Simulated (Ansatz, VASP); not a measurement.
SnO: VASP beside Ansatz

```
Sn O
1.0
     3.35500    0.00000    0.00000
     0.00000    5.67410    0.00000
     0.00000    0.00000    4.22197
Sn O
2 2
Direct
  0.50000 0.76809 0.01314
  0.00000 0.23191 0.51314
  0.50000 0.10875 0.23686
  0.00000 0.89125 0.73686
```

Alike in both runs: functional LDA; k mesh 8 × 5 × 6; occupations fermi-dirac, width 0.05 eV; no spin polarisation.

```csv
,VASP,Ansatz
version,VASP 6.6.1,Ansatz 0.2.0
potentials or method,"VASP PAW LDA potentials, release 64 (Sn_d, O)",Ansatz PAW
plane-wave cutoff (eV),520,420
valence electrons in the cell,40,40
task,single point,band structure
```

|  | VASP | Ansatz | Ansatz less VASP |
| --- | --- | --- | --- |
| gap on the k mesh at the Fermi level (eV) | 1.45 | 1.47 | +0.025 |
| least direct gap on the mesh (eV) | 2.04 | 2.07 | +0.031 |
| pressure (GPa) | -5.2 | -5.5 | -0.28 |
| traceless stress, the component that is largest in VASP (GPa) | -0.91 | -0.93 | -0.023 |
| rms of the force components (eV/Å) | 0.284 | 0.324 | +0.0398 |

LDA's correlation is that of Perdew and Zunger in VASP and of Perdew and Wang (1992) in Ansatz. Atom by atom the forces differ by 0.042 eV/Å (rms over components).

Noted on Ansatz's run: the k mesh misses the band edges, so the gap on the mesh is wider than the one along the path.
